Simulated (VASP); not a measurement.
# Ni (Im-3m) in VASP: notebook

The runs below take Ni through single point, relaxation of cell and atoms, with PBE, LDA.

All numbers are computed with VASP 6.6.1; they aren't measurements. Logs are shortened: lines on timing, memory, paths and dates and some standing lists are left out, and cuts for length are marked.

## Step 1: The cell of the first run

Symmetry: Im-3m, No. 229, cubic system. Conventional cell: a = 2.767 Å, b = 2.767 Å, c = 2.767 Å, α = 90.00°, β = 90.00°, γ = 90.00°. Ni (site symmetry m-3m) has 14 Ni at 2.40 to 2.77 Å within 3.2 Å.

## Step 2: Single point, PBE, collinear spin, ferromagnetic start

Input file INCAR:

```
PREC = Accurate
ENCUT = 520
EDIFF = 1E-7
ISMEAR = -1
SIGMA = 0.05
LREAL = False
LASPH = True
NELM = 150
ALGO = Fast
ISIF = 2
LWAVE = False
LCHARG = False
ISPIN = 2
MAGMOM = 2.5
LORBIT = 11
LMAXMIX = 4
GGA = PE
NBANDS = 15
```

Input file KPOINTS:

```
regular mesh
0
Gamma
  13 13 13
```

Input file POSCAR:

```
Ni
1.0
   -1.3837154700      1.3837154700      1.3837154700
    1.3837154700     -1.3837154700      1.3837154700
    1.3837154700      1.3837154700     -1.3837154700
Ni
1
Direct
    0.0000000000      0.0000000000      0.0000000000
```

Potentials or basis: VASP PAW PBE potentials, release 64 (Ni).

Run with:

```bash
cat potpaw_PBE.64/Ni/POTCAR > POTCAR
mpirun -np 1 vasp_std > vasp.out
```

OUTCAR:

```text
PREC = Accurate
   ENCUT = 520
   EDIFF = 1E-7
   ISMEAR = -1
   LREAL = False
   LASPH = True
   NELM = 150
   ISIF = 2
   ISPIN = 2
   LORBIT = 11
   GGA = PE

 ion  position               nearest neighbor table
   1  0.000  0.000  0.000-

  LATTYP: Found a body centered cubic cell.
 ALAT       =     2.7674309400

  Lattice vectors:

 A1 = (  -1.3837154700,   1.3837154700,   1.3837154700)
 A2 = (   1.3837154700,  -1.3837154700,   1.3837154700)
 A3 = (   1.3837154700,   1.3837154700,  -1.3837154700)

Analysis of symmetry for initial positions (statically):
=====================================================================
 Subroutine PRICEL returns:
 Original cell was already a primitive cell.

 Routine SETGRP: Setting up the symmetry group for a
 body centered cubic supercell.

 Subroutine GETGRP returns: Found 48 space group operations
 (whereof 48 operations were pure point group operations)
 out of a pool of 48 trial point group operations.

The static configuration has the point symmetry O_h .

Analysis of symmetry for dynamics (positions and initial velocities):
=====================================================================
 Subroutine PRICEL returns:
 Original cell was already a primitive cell.

 Routine SETGRP: Setting up the symmetry group for a
 body centered cubic supercell.

 Subroutine GETGRP returns: Found 48 space group operations
 (whereof 48 operations were pure point group operations)
 out of a pool of 48 trial point group operations.

The dynamic configuration has the point symmetry O_h .

Analysis of structural, dynamic, and magnetic symmetry:
=====================================================================
 Subroutine PRICEL returns:
 Original cell was already a primitive cell.

 Routine SETGRP: Setting up the symmetry group for a
 body centered cubic supercell.

 Subroutine GETGRP returns: Found 48 space group operations
 (whereof 48 operations were pure point group operations)
 out of a pool of 48 trial point group operations.

The overall configuration has the point symmetry O_h .

 Subroutine INISYM returns: Found 48 space group operations
 (whereof 48 operations are pure point group operations),
 and found     1 'primitive' translations

----------------------------------------------------------------------------------------

                                     Primitive cell

  volume of cell :      10.5974

  direct lattice vectors                    reciprocal lattice vectors
    -1.383715470  1.383715470  1.383715470     0.000000000  0.361345964  0.361345964
     1.383715470 -1.383715470  1.383715470     0.361345964  0.000000000  0.361345964
     1.383715470  1.383715470 -1.383715470     0.361345964  0.361345964  0.000000000

  length of vectors
     2.396665497  2.396665497  2.396665497     0.511020363  0.511020363  0.511020363

  position of ions in fractional coordinates (direct lattice)
     0.000000000  0.000000000  0.000000000

  ion indices of the primitive-cell ions
   primitive index   ion index
                 1           1

----------------------------------------------------------------------------------------

 KPOINTS: regular mesh

Automatic generation of k-mesh.
 Grid dimensions read from file:
 generate k-points for:   13   13   13

 Generating k-lattice:

  Cartesian coordinates                     Fractional coordinates (reciprocal lattice)
     0.000000000  0.027795843  0.027795843     0.076923077  0.000000000  0.000000000
     0.027795843  0.000000000  0.027795843     0.000000000  0.076923077  0.000000000
     0.027795843  0.027795843  0.000000000     0.000000000  0.000000000  0.076923077

  Length of vectors
     0.039309259  0.039309259  0.039309259

  Shift w.r.t. Gamma in fractional coordinates (k-lattice)
     0.000000000  0.000000000  0.000000000

 Subroutine IBZKPT returns following result:
 ===========================================

 Found     84 irreducible k-points:

 Following reciprocal coordinates:
            Coordinates               Weight
  0.000000  0.000000  0.000000      1.000000
  0.076923  0.000000  0.000000     12.000000
  0.153846  0.000000  0.000000     12.000000
  0.230769  0.000000  0.000000     12.000000
  0.307692  0.000000  0.000000     12.000000
  0.384615  0.000000  0.000000     12.000000
[... 16 lines left out ...]
  0.153846  0.076923  0.076923     24.000000
  0.230769  0.076923  0.076923     24.000000
 [... further k-points ...]
   k-points           NKPTS =     84   k-points in BZ     NKDIM =     84   number of bands    NBANDS=     15
   number of dos      NEDOS =    301   number of ions     NIONS =      1
   total plane-waves  NPLWV =   5832
   dimension x,y,z NGX =    18 NGY =   18 NGZ =   18
   dimension x,y,z NGXF=    36 NGYF=   36 NGZF=   36
   ions per type =               1
   NGX,Y,Z   is equivalent  to a cutoff of  12.49, 12.49, 12.49 a.u.
   NGXF,Y,Z  is equivalent  to a cutoff of  24.97, 24.97, 24.97 a.u.
 SYSTEM =  unknown system
   PREC   = accura    normal or accurate (medium, high low for compatibility)
   ISTART =      0    job   : 0-new  1-cont  2-samecut
   ICHARG =      2    charge: 1-file 2-atom 10-const
   ISPIN  =      2    spin polarized calculation?
   LNONCOLLINEAR =      F non collinear calculations
   LSORBIT =      F    spin-orbit coupling
   LASPH  =      T    aspherical Exc in radial PAW
   ENCUT  =  520.0 eV  38.22 Ry    6.18 a.u.   4.46  4.46  4.46*2*pi/ulx,y,z
   NELM   =    150;   NELMIN=  2; NELMDL= -5     # of ELM steps
   EDIFF  = 0.1E-06   stopping-criterion for ELM
   LREAL  =      F    real-space projection
   EDIFFG = 0.1E-05   stopping-criterion for IOM
   NSW    =      0    number of steps for IOM
   IBRION =     -1    ionic relax: 0-MD 1-quasi-New 2-CG
   NFREE  =      0    steps in history (QN), initial steepest desc. (CG)
   ISIF   =      2    stress and relaxation
   ISYM   =      2    0-nonsym 1-usesym 2-fastsym
   POTIM  = 0.5000    time-step for ionic-motion
   TEBEG  =    0.0;   TEEND  =   0.0 temperature during run
   PSTRESS=    0.0 pullay stress
   NELECT =      10.0000    total number of electrons
   NUPDOWN=      -1.0000    fix difference up-down
   EMIN   =  10.00;   EMAX   =-10.00  energy-range for DOS
   EFERMI =   0.00;   METHOD = LEGACY
   ISMEAR =    -1;   SIGMA  =   0.05  broadening in eV -4-tet -1-fermi 0-gaus
   EFERMI_NEDOS =   21; number of points for ismear=-14 and -15
   IALGO  =     68    algorithm
   IMIX   =      4    mixing-type and parameters
     AMIX     =   0.40;   BMIX     =  1.00
     AMIX_MAG =   1.60;   BMIX_MAG =  1.00
  volume/ion in A,a.u.               =      10.60        71.51
  Fermi-wavevector in a.u.,A,eV,Ry     =   1.605738  3.034405 35.081190  2.578395
  Thomas-Fermi vector in A             =   2.702037
   LORBIT       =     11    0 simple, 1 ext, 2 COOP (PROOUT), +10 PAW based schemes
   GGA     = PE    functional components
   LHFCALC =     F    Hartree Fock is set to
   AEXX    =    0.0000 exact exchange contribution
   IVDW    =     0    specifies the selected vdW correction
   LEPSILON=     F    determine dielectric tensor
   LRPA    =     F    only Hartree local field effects (RPA)
 spin polarized calculation
 RMM-DIIS sequential band-by-band and
  energy-cutoff  :      520.00
  volume of cell :       10.60
 maximum number of plane-waves:       321
 NGX is ok and might be reduce to    18
   NGX =  9   NGY =  9   NGZ =  9

 number of electron      10.0000004 magnetization       0.5758447

 Free energy of the ion-electron system (eV)
  ---------------------------------------------------
  ext. energy  EPLUGINS =         0.00000000
  ---------------------------------------------------
  free energy    TOTEN  =        -5.37291919 eV

  energy without entropy =       -5.35854204  energy(sigma->0) =       -5.36573061

 E-fermi :   9.6075     XC(G=0): -13.4067

 val. band max:        9.5974497197   @ k =   0.4615   0.0000   0.0000
 cond. band min:       9.6107798677   @ k =  -0.3077   0.3846   0.0769
 fundamental gap:      0.0133301480
 Fermi energy:         9.6075400486

 spin component 1

 k-point     1 :       0.0000    0.0000    0.0000
  band No.  band energies     occupation
      1       0.5513      1.00000
      2       7.2547      1.00000
      3       7.2547      1.00000
      4       7.2547      1.00000
      5       8.7161      1.00000
      6       8.7161      1.00000
      7      36.3536      0.00000
      8      36.3536      0.00000
      9      36.3536      0.00000
     10      41.4311      0.00000
     11      41.4311      0.00000
     12      42.6713      0.00000
     13      42.6713      0.00000
     14      42.6713      0.00000
     15      43.3370      0.00000

 k-point     2 :       0.0769    0.0000    0.0000
  band No.  band energies     occupation
      1       0.8007      1.00000
      2       7.1971      1.00000
      3       7.2502      1.00000
      4       7.3693      1.00000
      5       8.6588      1.00000
      6       8.7207      1.00000
      7      34.4629      0.00000
      8      35.8724      0.00000
      9      36.0462      0.00000
     10      39.9210      0.00000
     11      40.1117      0.00000
     12      40.1798      0.00000
     13      42.5641      0.00000
     14      44.1311      0.00000
     15      45.1507      0.00000
[... 365 lines left out ...]
      3       6.8567      1.00000
      4       8.5757      1.00000
      5       8.6315      1.00000
      6       8.7241      1.00000
      7      26.8527      0.00000
      8      28.9315      0.00000
      9      30.7974      0.00000
     10      38.1886      0.00000
     11      42.1718      0.00000
     12      42.6940      0.00000
     13      45.0609      0.00000
     14      46.0844      0.00000
     15      50.1290      0.00000

 k-point    24 :       0.2308    0.0769    0.0769
  band No.  band energies     occupation
      1       4.2624      1.00000
      2       6.5324      1.00000
      3       6.8750      1.00000
      4       8.5884      1.00000
      5       8.7963      1.00000
      6       9.3741      0.99070
      7      22.9941      0.00000
      8      27.6344      0.00000
      9      29.0646      0.00000
     10      37.8825      0.00000
     11      41.5323      0.00000
     12      44.2462      0.00000
     13      46.2417      0.00000
     14      49.8137      0.00000
     15      52.8127      0.00000

 [... further k-points ...]

 spin component 2

 k-point     1 :       0.0000    0.0000    0.0000
  band No.  band energies     occupation
      1       0.5476      1.00000
      2       7.9459      1.00000
      3       7.9459      1.00000
      4       7.9459      1.00000
      5       9.2225      0.99955
      6       9.2226      0.99955
      7      36.2632      0.00000
      8      36.2632      0.00000
      9      36.2632      0.00000
     10      41.3671      0.00000
     11      41.3671      0.00000
     12      42.8670      0.00000
     13      42.8670      0.00000
     14      42.8670      0.00000
     15      43.5048      0.00000

 k-point     2 :       0.0769    0.0000    0.0000
  band No.  band energies     occupation
      1       0.7973      1.00000
      2       7.8843      1.00000
      3       7.9376      1.00000
      4       8.0644      1.00000
      5       9.1629      0.99986
      6       9.2275      0.99950
      7      34.4277      0.00000
      8      35.7937      0.00000
      9      35.9898      0.00000
     10      40.1073      0.00000
     11      40.1322      0.00000
     12      40.3291      0.00000
     13      42.5381      0.00000
     14      44.2694      0.00000
     15      45.2512      0.00000
[... 365 lines left out ...]
      3       7.4698      1.00000
      4       9.1057      0.99996
      5       9.2426      0.99932
      6       9.3470      0.99457
      7      26.9530      0.00000
      8      28.9863      0.00000
      9      30.9539      0.00000
     10      38.1276      0.00000
     11      42.2726      0.00000
     12      42.7265      0.00000
     13      45.1004      0.00000
     14      46.1737      0.00000
     15      50.2938      0.00000

 k-point    24 :       0.2308    0.0769    0.0769
  band No.  band energies     occupation
      1       4.3547      1.00000
      2       7.1603      1.00000
      3       7.4000      1.00000
      4       9.1416      0.99991
      5       9.3167      0.99703
      6      10.0704      0.00010
      7      23.1511      0.00000
      8      27.6946      0.00000
      9      29.2039      0.00000
     10      37.8696      0.00000
     11      41.6264      0.00000
     12      44.2652      0.00000
     13      46.2845      0.00000
     14      49.8877      0.00000
     15      52.9298      0.00000

 [... further k-points ...]
[... 5 lines left out ...]
  --------------------------------------------------------------------------------------
  -------------------------------------------------------------------------------------
  Total        0.5060493      0.5060493      0.5060493     -0.0000000     -0.0000000      0.0000000
  in kB       76.5073326     76.5073326     76.5073326     -0.0000000     -0.0000000      0.0000000
  external PRESSURE =      76.5073326 kB  Pullay stress =       0.0000000 kB

 VOLUME and BASIS-vectors are now :
 -----------------------------------------------------------------------------
  energy-cutoff  :      520.00
  volume of cell :       10.60
      direct lattice vectors                 reciprocal lattice vectors
    -1.383715470  1.383715470  1.383715470     0.000000000  0.361345964  0.361345964
     1.383715470 -1.383715470  1.383715470     0.361345964  0.000000000  0.361345964
     1.383715470  1.383715470 -1.383715470     0.361345964  0.361345964  0.000000000

 POSITION                                       TOTAL-FORCE (eV/Angst)
 -----------------------------------------------------------------------------------
      0.00000      0.00000      0.00000         0.000000      0.000000     -0.000000
 -----------------------------------------------------------------------------------
    total drift:                                0.000000      0.000000      0.000000

  FREE ENERGIE OF THE ION-ELECTRON SYSTEM (eV)
  ---------------------------------------------------
  free  energy   TOTEN  =        -5.3729191902 eV

  energy  without entropy=       -5.3585420353  energy(sigma->0) =       -5.36573061

 total charge

# of ion       s       p       d       tot
------------------------------------------
    1        0.503   0.513   8.346   9.362

 magnetization (x)

# of ion       s       p       d       tot
------------------------------------------
    1       -0.003  -0.015   0.600   0.581
```

Wall time 13 s (1 thread of Intel Xeon 6975P-C (Granite Rapids), shared host); peak memory 0.13 GiB.

Results:

- Free energy: -5.3729 eV
- Pressure: 7.7 GPa
- Net moment: 0.58 μB per cell
- Site moments: Ni +0.58 μB
- Valence electrons inside the program's atomic spheres: Ni 9.36

(Part 1 of 3 ends here.)
